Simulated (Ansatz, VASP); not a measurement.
# PbSe in VASP and in Ansatz

```xyz
2
Lattice="0.0000 3.1024 3.1024 3.1024 0.0000 3.1024 3.1024 3.1024 0.0000" Properties=species:S:1:pos:R:3 pbc="T T T"
Pb    0.0000    0.0000    0.0000
Se    3.1024    3.1024    3.1024
```

Change from the starting cell: volume scaled by 1.04, PAW files.

Alike in both runs: task electric field gradients; functional PBE; k mesh 9 × 9 × 9; occupations fermi-dirac, width 0.01 eV; no spin polarisation.

```csv
,VASP,Ansatz
version,VASP 6.6.1,Ansatz 0.2.0
potentials or method,"VASP PAW PBE potentials, release 64 (Pb_d, Se)","PAW with Ansatz's default frozen-core files, scalar-relativistic"
plane-wave cutoff (eV),520,420
valence electrons in the cell,20,30
```

```csv
,VASP,Ansatz,Ansatz less VASP
pressure (GPa),0.3,0.3,+0.02
```

VASP's potentials hold 20 valence electrons a cell and Ansatz's 30, so a difference there can come from the potentials and not from the codes.

Spin-orbit coupling is off throughout.
